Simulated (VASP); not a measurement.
# KPt (P-6m2) in VASP: notebook, part 2 of 2

VASP 6.6.1.

### Step 3. Single point, LDA

INCAR reads:

```
SYSTEM = KPt
PREC     = Accurate       ! precision mode
ENCUT    = 520            ! plane-wave cutoff, eV
EDIFF    = 1E-6           ! SCF threshold, eV
ISMEAR   = 0              ! smearing method
SIGMA    = 0.05           ! smearing width, eV
LREAL    = .False.        ! projectors in reciprocal space
LASPH    = .True.         ! aspherical terms in the spheres
NELM     = 80             ! most SCF steps
ALGO     = Fast           ! electronic algorithm
ISIF     = 2              ! what is computed and relaxed
LWAVE    = .False.        ! write WAVECAR
LCHARG   = .False.        ! write CHGCAR
NBANDS   = 16             ! bands
```

KPOINTS reads:

```
regular mesh
0
Gamma
  10 10 5
  0 0 0
```

POSCAR reads:

```
KPt
1.0
    3.0008472788      0.0000000000      0.0000000000
   -1.5004236394      2.5988099763      0.0000000000
    0.0000000000      0.0000000000      5.3455780000
Pt K
1 1
Direct
    0.6666666667      0.3333333333      0.0000000000
    0.0000000000      0.0000000000      0.5000000000
```

Potentials or basis: VASP PAW LDA potentials, release 64 (Pt, K_sv).

Started as:

```bash
$ cat potpaw_LDA.64/Pt/POTCAR potpaw_LDA.64/K_sv/POTCAR > POTCAR
$ mpirun -np 1 vasp_std > vasp.out
```

OUTCAR:

```text
SYSTEM = KPt
   PREC = Accurate
   ENCUT = 520
   EDIFF = 1E-6
   ISMEAR = 0
   LREAL = .False.
   LASPH = .True.
   NELM = 80
   ISIF = 2

 ion  position               nearest neighbor table
   1  0.667  0.333  0.000-   2 3.19   2 3.19   2 3.19   2 3.19   2 3.19   2 3.19
   2  0.000  0.000  0.500-   1 3.19   1 3.19   1 3.19   1 3.19   1 3.19   1 3.19

  LATTYP: Found a hexagonal cell.
 ALAT       =     3.0008472788
 C/A-ratio  =     1.7813562315

  Lattice vectors:

 A1 = (   3.0008472788,   0.0000000000,   0.0000000000)
 A2 = (  -1.5004236394,   2.5988099763,   0.0000000000)
 A3 = (   0.0000000000,   0.0000000000,   5.3455780000)

Analysis of symmetry for initial positions (statically):
=====================================================================
 Subroutine PRICEL returns:
 Original cell was already a primitive cell.

 Routine SETGRP: Setting up the symmetry group for a
 hexagonal supercell.

 Subroutine GETGRP returns: Found 12 space group operations
 (whereof 12 operations were pure point group operations)
 out of a pool of 24 trial point group operations.

The static configuration has the point symmetry D_3h.

Analysis of symmetry for dynamics (positions and initial velocities):
=====================================================================
 Subroutine PRICEL returns:
 Original cell was already a primitive cell.

 Routine SETGRP: Setting up the symmetry group for a
 hexagonal supercell.

 Subroutine GETGRP returns: Found 12 space group operations
 (whereof 12 operations were pure point group operations)
 out of a pool of 24 trial point group operations.

The dynamic configuration has the point symmetry D_3h.

 Subroutine INISYM returns: Found 12 space group operations
 (whereof 12 operations are pure point group operations),
 and found     1 'primitive' translations

----------------------------------------------------------------------------------------

                                     Primitive cell

[... 112 lines left out ...]
  Fermi-wavevector in a.u.,A,eV,Ry     =   1.259858  2.380787 21.595748  1.587243
  Thomas-Fermi vector in A             =   2.393397
   LORBIT       =      0    0 simple, 1 ext, 2 COOP (PROOUT), +10 PAW based schemes
   GGA     = CA    functional components
   LHFCALC =     F    Hartree Fock is set to
   AEXX    =    0.0000 exact exchange contribution
   IVDW    =     0    specifies the selected vdW correction
   LEPSILON=     F    determine dielectric tensor
   LRPA    =     F    only Hartree local field effects (RPA)
 non-spin polarized calculation
 RMM-DIIS sequential band-by-band and
 Gauss-broadening in eV      SIGMA  =   0.05
  energy-cutoff  :      520.00
  volume of cell :       41.69
 maximum number of plane-waves:      1147
 NGX is ok and might be reduce to    24
   NGX = 11   NGY = 11   NGZ = 19

 number of electron      19.0000002 magnetization

 Free energy of the ion-electron system (eV)
  ---------------------------------------------------
  ext. energy  EPLUGINS =         0.00000000
  ---------------------------------------------------
  free energy    TOTEN  =        -8.17144816 eV

  energy without entropy =       -8.16861795  energy(sigma->0) =       -8.17003305

 E-fermi :   5.1431     XC(G=0): -10.9957

 val. band max:        5.1204789551   @ k =   0.3000   0.1000   0.2000
 cond. band min:       5.1605373591   @ k =   0.3000   0.1000   0.4000
 fundamental gap:      0.0400584040
 Fermi energy:         5.1430568789

 k-point     1 :       0.0000    0.0000    0.0000
  band No.  band energies     occupation
      1     -26.6649      2.00000
      2     -10.1780      2.00000
      3      -9.2071      2.00000
      4      -9.2071      2.00000
      5      -1.2507      2.00000
      6       1.8530      2.00000
[... 433 lines left out ...]
      3      -9.8532      2.00000
      4      -9.6736      2.00000
      5       1.0217      2.00000
      6       1.9576      2.00000
[... 8 lines left out ...]
     15      13.3998      0.00000
     16      14.0163      0.00000

 [... further k-points ...]

------------------------ aborting loop because EDIFF is reached ----------------------------------------

  FORCE on cell =-STRESS in cart. coord.  units (eV):
  Direction    XX          YY          ZZ          XY          YZ          ZX
  --------------------------------------------------------------------------------------
  -------------------------------------------------------------------------------------
  Total       -1.9064147     -1.9064147     -1.4063384      0.0000000      0.0000000      0.0000000
  in kB      -73.2680911    -73.2680911    -54.0489601      0.0000000      0.0000000      0.0000000
  external PRESSURE =     -66.8617141 kB  Pullay stress =       0.0000000 kB

 VOLUME and BASIS-vectors are now :
 -----------------------------------------------------------------------------
  energy-cutoff  :      520.00
  volume of cell :       41.69
      direct lattice vectors                 reciprocal lattice vectors
     3.000847279  0.000000000  0.000000000     0.333239218  0.192395752  0.000000000
    -1.500423639  2.598809976  0.000000000     0.000000000  0.384791504  0.000000000
     0.000000000  0.000000000  5.345578000     0.000000000  0.000000000  0.187070509

 POSITION                                       TOTAL-FORCE (eV/Angst)
 -----------------------------------------------------------------------------------
      1.50042      0.86627      0.00000         0.000000     -0.000000      0.000000
      0.00000      0.00000      2.67279        -0.000000      0.000000      0.000000
 -----------------------------------------------------------------------------------
    total drift:                               -0.000000      0.000000      0.000000

  FREE ENERGIE OF THE ION-ELECTRON SYSTEM (eV)
  ---------------------------------------------------
  free  energy   TOTEN  =        -8.1714481627 eV

  energy  without entropy=       -8.1686179458  energy(sigma->0) =       -8.17003305
```

OSZICAR:

```text
N       E                     dE             d eps       ncg     rms          rms(c)
DAV:   1     0.120380581437E+03    0.12038E+03   -0.92414E+03  1344   0.110E+03
DAV:   2    -0.374236537720E+01   -0.12412E+03   -0.11599E+03  1704   0.302E+02
DAV:   3    -0.856462948722E+01   -0.48223E+01   -0.47687E+01  2296   0.470E+01
DAV:   4    -0.862041177168E+01   -0.55782E-01   -0.55745E-01  1576   0.395E+00
DAV:   5    -0.862160583373E+01   -0.11941E-02   -0.11940E-02  2024   0.488E-01    0.936E+00
RMM:   6    -0.827432929107E+01    0.34728E+00   -0.74966E-01  1348   0.546E+00    0.493E+00
RMM:   7    -0.818873891229E+01    0.85590E-01   -0.86479E-02  1490   0.172E+00    0.338E+00
RMM:   8    -0.817253056025E+01    0.16208E-01   -0.88601E-02  1711   0.189E+00    0.693E-01
RMM:   9    -0.817122966621E+01    0.13009E-02   -0.11524E-02  1843   0.747E-01    0.234E-01
RMM:  10    -0.817134460783E+01   -0.11494E-03   -0.23907E-03  2134   0.293E-01    0.110E-01
RMM:  11    -0.817140533760E+01   -0.60730E-04   -0.69314E-04  2207   0.143E-01    0.496E-02
RMM:  12    -0.817143022130E+01   -0.24884E-04   -0.27640E-04  2249   0.944E-02    0.184E-02
RMM:  13    -0.817144077433E+01   -0.10553E-04   -0.98567E-05  2248   0.476E-02    0.141E-02
RMM:  14    -0.817144553722E+01   -0.47629E-05   -0.40611E-05  2034   0.285E-02    0.159E-02
RMM:  15    -0.817144664724E+01   -0.11100E-05   -0.17365E-05  1987   0.215E-02    0.818E-03
RMM:  16    -0.817144769633E+01   -0.10491E-05   -0.90380E-06  1618   0.136E-02    0.165E-03
RMM:  17    -0.817144816273E+01   -0.46640E-06   -0.42515E-06  1411   0.100E-02
   1 F= -.81714482E+01 E0= -.81700331E+01  d E =-.283022E-02
```

Wall time 20 s (1 thread of Intel Xeon Platinum 8488C (Sapphire Rapids), shared host); peak memory 0.16 GiB.

Results:

```yaml
Free_energy: -8.1714 eV
Pressure: -6.7 GPa
```

Stress tensor (GPa, compression positive):
```
-7.33  0.00  0.00
 0.00 -7.33  0.00
 0.00  0.00 -5.40
```

Levels at points of the mesh, in eV from the Fermi level:
| k point | band 7 | band 8 | band 9 | band 10 | band 11 | band 12 | band 13 | band 14 |
| --- | --- | --- | --- | --- | --- | --- | --- | --- |
| (0.00, 0.00, 0.00) | -2.34 | -2.34 | -0.94 | -0.94 | 1.72 | 1.82 | 5.69 | 5.69 |
| (0.50, 0.00, 0.00) | -2.17 | -1.46 | 0.08 | 0.50 | 1.89 | 2.30 | 3.57 | 8.24 |

Caveat: spin-orbit coupling is left out, which moves the levels of the heavy elements.
